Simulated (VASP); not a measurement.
# CdTe (Fm-3m) in VASP: a series of runs

CdTe is run at these levels: PBEsol; tasks: single point.

Program: VASP 6.6.1. These are calculated values, not measurements. Logs are shortened: lines on timing, memory, paths and dates and some standing lists are left out, and cuts for length are marked.

## 1. The cell of the first run

It takes space group Fm-3m (No. 225, cubic). Conventional cell: a = 6.111 Å, b = 6.111 Å, c = 6.111 Å, α = 90.00°, β = 90.00°, γ = 90.00°. Cd (site symmetry m-3m) has 6 Te at 3.06 Å within 4.0 Å. Te (site symmetry m-3m) has 6 Cd at 3.06 Å within 4.0 Å.

## 2. Single point, PBEsol

INCAR reads:

```
SYSTEM = CdTe
ALGO = Normal
EDIFF = 1E-7
ENCUT = 520
GGA = PS
ISIF = 2
ISMEAR = 0
LASPH = .True.
LCHARG = .False.
LREAL = .False.
LWAVE = .False.
NBANDS = 16
NELM = 100
PREC = Accurate
SIGMA = 0.05
```

KPOINTS reads:

```
k-points
0
Gamma
  8 8 8
  0 0 0
```

POSCAR reads:

```
CdTe
1.0
    0.0000000000      3.0555654251      3.0555654251
    3.0555654251      0.0000000000      3.0555654251
    3.0555654251      3.0555654251      0.0000000000
Cd Te
1 1
Direct
    0.5000000000      0.5000000000      0.5000000000
    0.0000000000      0.0000000000      0.0000000000
```

Potentials or basis: VASP PAW PBE potentials, release 64 (Cd, Te).

Command:

```
$ cat potpaw_PBE.64/Cd/POTCAR potpaw_PBE.64/Te/POTCAR > POTCAR
$ mpirun -np 1 vasp_std > vasp.out
```

OUTCAR:

```text
SYSTEM = CdTe
   EDIFF = 1E-7
   ENCUT = 520
   GGA = PS
   ISIF = 2
   ISMEAR = 0
   LASPH = .True.
   LREAL = .False.
   NELM = 100
   PREC = Accurate

 ion  position               nearest neighbor table
   1  0.500  0.500  0.500-   2 3.06   2 3.06   2 3.06   2 3.06   2 3.06   2 3.06
   2  0.000  0.000  0.000-   1 3.06   1 3.06   1 3.06   1 3.06   1 3.06   1 3.06

  LATTYP: Found a face centered cubic cell.
 ALAT       =     6.1111308502

  Lattice vectors:

 A1 = (   0.0000000000,   3.0555654251,   3.0555654251)
 A2 = (   3.0555654251,   0.0000000000,   3.0555654251)
 A3 = (   3.0555654251,   3.0555654251,   0.0000000000)

Analysis of symmetry for initial positions (statically):
=====================================================================
 Subroutine PRICEL returns:
 Original cell was already a primitive cell.

 Routine SETGRP: Setting up the symmetry group for a
 face centered cubic supercell.

 Subroutine GETGRP returns: Found 48 space group operations
 (whereof 48 operations were pure point group operations)
 out of a pool of 48 trial point group operations.

The static configuration has the point symmetry O_h .

Analysis of symmetry for dynamics (positions and initial velocities):
=====================================================================
 Subroutine PRICEL returns:
 Original cell was already a primitive cell.

 Routine SETGRP: Setting up the symmetry group for a
 face centered cubic supercell.

 Subroutine GETGRP returns: Found 48 space group operations
 (whereof 48 operations were pure point group operations)
 out of a pool of 48 trial point group operations.

The dynamic configuration has the point symmetry O_h .

 Subroutine INISYM returns: Found 48 space group operations
 (whereof 48 operations are pure point group operations),
 and found     1 'primitive' translations

----------------------------------------------------------------------------------------

                                     Primitive cell

  volume of cell :      57.0565

  direct lattice vectors                    reciprocal lattice vectors
     0.000000000  3.055565425  3.055565425    -0.163635835  0.163635835  0.163635835
     3.055565425  0.000000000  3.055565425     0.163635835 -0.163635835  0.163635835
     3.055565425  3.055565425  0.000000000     0.163635835  0.163635835 -0.163635835

  length of vectors
[... 74 lines left out ...]
   ISTART =      0    job   : 0-new  1-cont  2-samecut
   ICHARG =      2    charge: 1-file 2-atom 10-const
   ISPIN  =      1    spin polarized calculation?
   LNONCOLLINEAR =      F non collinear calculations
   LSORBIT =      F    spin-orbit coupling
   LASPH  =      T    aspherical Exc in radial PAW
   ENCUT  =  520.0 eV  38.22 Ry    6.18 a.u.   8.03  8.03  8.03*2*pi/ulx,y,z
   NELM   =    100;   NELMIN=  2; NELMDL= -5     # of ELM steps
   EDIFF  = 0.1E-06   stopping-criterion for ELM
   LREAL  =      F    real-space projection
   EDIFFG = 0.1E-05   stopping-criterion for IOM
   NSW    =      0    number of steps for IOM
   IBRION =     -1    ionic relax: 0-MD 1-quasi-New 2-CG
   NFREE  =      0    steps in history (QN), initial steepest desc. (CG)
   ISIF   =      2    stress and relaxation
   ISYM   =      2    0-nonsym 1-usesym 2-fastsym
   POTIM  = 0.5000    time-step for ionic-motion
   TEBEG  =    0.0;   TEEND  =   0.0 temperature during run
   PSTRESS=    0.0 pullay stress
   NELECT =      18.0000    total number of electrons
   NUPDOWN=      -1.0000    fix difference up-down
   EMIN   =  10.00;   EMAX   =-10.00  energy-range for DOS
   EFERMI =   0.00;   METHOD = LEGACY
   ISMEAR =     0;   SIGMA  =   0.05  broadening in eV -4-tet -1-fermi 0-gaus
   EFERMI_NEDOS =   21; number of points for ismear=-14 and -15
   IALGO  =     38    algorithm
   IMIX   =      4    mixing-type and parameters
     AMIX     =   0.40;   BMIX     =  1.00
     AMIX_MAG =   1.60;   BMIX_MAG =  1.00
  volume/ion in A,a.u.               =      28.53       192.52
  Fermi-wavevector in a.u.,A,eV,Ry     =   1.114459  2.106022 16.898691  1.242019
  Thomas-Fermi vector in A             =   2.251054
   LORBIT       =      0    0 simple, 1 ext, 2 COOP (PROOUT), +10 PAW based schemes
   GGA     = PS    functional components
   LHFCALC =     F    Hartree Fock is set to
   AEXX    =    0.0000 exact exchange contribution
   IVDW    =     0    specifies the selected vdW correction
   LEPSILON=     F    determine dielectric tensor
   LRPA    =     F    only Hartree local field effects (RPA)
 non-spin polarized calculation
 Gauss-broadening in eV      SIGMA  =   0.05
  energy-cutoff  :      520.00
  volume of cell :       57.06
 maximum number of plane-waves:      1572
   NGX = 17   NGY = 17   NGZ = 17

 number of electron      18.0000005 magnetization

 Free energy of the ion-electron system (eV)
  ---------------------------------------------------
  ext. energy  EPLUGINS =         0.00000000
  ---------------------------------------------------
  free energy    TOTEN  =        -5.22974874 eV

  energy without entropy =       -5.22851108  energy(sigma->0) =       -5.22912991

 E-fermi :   3.7075     XC(G=0):  -9.8726

 val. band max:        3.6779795874   @ k =  -0.1250   0.1250   0.0000
 cond. band min:       3.7239898610   @ k =   0.5000   0.0000   0.0000
 fundamental gap:      0.0460102736
 Fermi energy:         3.7075036362

 k-point     1 :       0.0000    0.0000    0.0000
  band No.  band energies     occupation
      1      -7.8541      2.00000
      2      -4.4575      2.00000
      3      -4.4575      2.00000
      4      -4.4153      2.00000
      5      -4.4153      2.00000
      6      -4.4153      2.00000
[... 433 lines left out ...]
      3      -4.4425      2.00000
      4      -4.4152      2.00000
      5      -4.3206      2.00000
      6      -4.2015      2.00000
[... 8 lines left out ...]
     15      13.0453      0.00000
     16      15.7587      0.00000

 [... further k-points ...]
[... 5 lines left out ...]
  --------------------------------------------------------------------------------------
  -------------------------------------------------------------------------------------
  Total       -0.9280453     -0.9280453     -0.9280453     -0.0000000      0.0000000      0.0000000
  in kB      -26.0600349    -26.0600349    -26.0600349     -0.0000000      0.0000000      0.0000000
  external PRESSURE =     -26.0600349 kB  Pullay stress =       0.0000000 kB

 VOLUME and BASIS-vectors are now :
 -----------------------------------------------------------------------------
  energy-cutoff  :      520.00
  volume of cell :       57.06
      direct lattice vectors                 reciprocal lattice vectors
     0.000000000  3.055565425  3.055565425    -0.163635835  0.163635835  0.163635835
     3.055565425  0.000000000  3.055565425     0.163635835 -0.163635835  0.163635835
     3.055565425  3.055565425  0.000000000     0.163635835  0.163635835 -0.163635835

 POSITION                                       TOTAL-FORCE (eV/Angst)
 -----------------------------------------------------------------------------------
      3.05557      3.05557      3.05557         0.000000      0.000000      0.000000
      0.00000      0.00000      0.00000         0.000000      0.000000      0.000000
 -----------------------------------------------------------------------------------
    total drift:                               -0.000000     -0.000000      0.000000

  FREE ENERGIE OF THE ION-ELECTRON SYSTEM (eV)
  ---------------------------------------------------
  free  energy   TOTEN  =        -5.2297487429 eV

  energy  without entropy=       -5.2285110811  energy(sigma->0) =       -5.22912991
```

OSZICAR:

```text
N       E                     dE             d eps       ncg     rms          rms(c)
DAV:   1     0.938417247112E+02    0.93842E+02   -0.82207E+03   936   0.981E+02
DAV:   2    -0.253356683847E+01   -0.96375E+02   -0.90903E+02  1096   0.238E+02
DAV:   3    -0.547879672137E+01   -0.29452E+01   -0.29385E+01  1136   0.417E+01
DAV:   4    -0.549271937522E+01   -0.13923E-01   -0.13922E-01  1144   0.297E+00
DAV:   5    -0.549288249577E+01   -0.16312E-03   -0.16312E-03  1152   0.321E-01    0.537E+00
DAV:   6    -0.524131858197E+01    0.25156E+00   -0.46905E-01  1112   0.825E+00    0.450E+00
DAV:   7    -0.523154557815E+01    0.97730E-02   -0.61067E-02  1064   0.176E+00    0.185E+00
DAV:   8    -0.522985610989E+01    0.16895E-02   -0.44568E-03  1144   0.729E-01    0.380E-01
DAV:   9    -0.522974101434E+01    0.11510E-03   -0.25741E-04  1144   0.139E-01    0.581E-02
DAV:  10    -0.522974582559E+01   -0.48113E-05   -0.42988E-05  1192   0.465E-02    0.306E-02
DAV:  11    -0.522974904976E+01   -0.32242E-05   -0.51660E-06  1224   0.150E-02    0.178E-02
DAV:  12    -0.522974883264E+01    0.21712E-06   -0.97634E-07  1096   0.890E-03    0.618E-03
DAV:  13    -0.522974870741E+01    0.12523E-06   -0.38338E-08   720   0.105E-03    0.413E-03
DAV:  14    -0.522974874291E+01   -0.35493E-07   -0.12845E-08   568   0.928E-04
   1 F= -.52297487E+01 E0= -.52291299E+01  d E =-.123766E-02
```

stdout:

```text
POSCAR found type information on POSCAR CdTe
 POSCAR found :  2 types and       2 ions
 scaLAPACK will be used
 -----------------------------------------------------------------------------
|                                                                             |
|                                                                             |
|     You enforced a specific xc type in the INCAR file but a different       |
|     I HOPE YOU KNOW WHAT YOU ARE DOING!                                     |
|                                                                             |
 -----------------------------------------------------------------------------

 LDA part: xc-table for (Slater+PW92), standard interpolation
 POSCAR, INCAR and KPOINTS ok, starting setup
 FFT: planning ... GRIDC
 FFT: planning ... GRID_SOFT
 FFT: planning ... GRID
 WAVECAR not read
 entering main loop
```

Run time: 10 s. Hardware: 1 thread of Intel Xeon 6975P-C (Granite Rapids), shared host; peak memory 0.18 GiB.

What came out:

```
Free energy            : -5.2297 eV
Pressure               : -2.6 GPa
Band gap on the k mesh : zero (band 9 reaches 3.82 eV, above the bottom of band 10 at 2.44 eV)
```

Caveat: the PAW data sets were made with another functional, which shifts forces and pressure a little; spin-orbit coupling is left out, which moves the levels of the heavy elements.

## 3. Single point, PBEsol (volume scaled by 1.040)

INCAR reads:

```
SYSTEM = CdTe
PREC     = Accurate       ! precision mode
ENCUT    = 520            ! plane-wave cutoff, eV
EDIFF    = 1E-7           ! SCF threshold, eV
ISMEAR   = 0              ! smearing method
SIGMA    = 0.05           ! smearing width, eV
LREAL    = .False.        ! projectors in reciprocal space
LASPH    = .True.         ! aspherical terms in the spheres
NELM     = 100            ! most SCF steps
ALGO     = Normal         ! electronic algorithm
ISIF     = 2              ! what is computed and relaxed
LWAVE    = .False.        ! write WAVECAR
LCHARG   = .False.        ! write CHGCAR
GGA      = PS             ! functional
NBANDS   = 16             ! bands
```

KPOINTS reads:

```
Automatic mesh
0
Gamma
  8 8 8
  0 0 0
```

POSCAR reads:

```
CdTe
1.0
    0.0000000000      3.0374569895      3.0374569895
    3.0374569895      0.0000000000      3.0374569895
    3.0374569895      3.0374569895      0.0000000000
Cd Te
1 1
Direct
    0.5000000000      0.5000000000      0.5000000000
    0.0000000000      0.0000000000      0.0000000000
```

Potentials or basis: VASP PAW PBE potentials, release 64 (Cd, Te).

Command:

```
$ cat potpaw_PBE.64/Cd/POTCAR potpaw_PBE.64/Te/POTCAR > POTCAR
$ mpirun -np 1 vasp_std > vasp.out
```

Run time: 10 s. Hardware: 1 thread of Intel Xeon 6975P-C (Granite Rapids), shared host; peak memory 0.17 GiB.

Results (log left out):

| Property | Result |
| --- | --- |
| Free energy | -5.2436 eV |
| Pressure | -1.8 GPa |
| Band gap on the k mesh | zero (band 9 reaches 4.01 eV, above the bottom of band 10 at 2.60 eV) |

Levels at points of the mesh, in eV from the Fermi level:
| k point | band 6 | band 7 | band 8 | band 9 | band 10 | band 11 | band 12 | band 13 |
| --- | --- | --- | --- | --- | --- | --- | --- | --- |
| (0.00, 0.00, 0.00) | -8.16 | -0.43 | -0.43 | -0.43 | 0.37 | 7.13 | 7.13 | 7.13 |
| (0.50, 0.00, 0.00) | -8.08 | -5.21 | 0.02 | 0.02 | 2.68 | 3.99 | 3.99 | 4.84 |
| (0.50, 0.50, 0.00) | -7.37 | -4.17 | -2.08 | -2.08 | -1.29 | 4.21 | 9.26 | 9.26 |

Caveat: the PAW data sets were made with another functional, which shifts forces and pressure a little; spin-orbit coupling is left out, which moves the levels of the heavy elements.

(Part 1 of 2 ends here.)
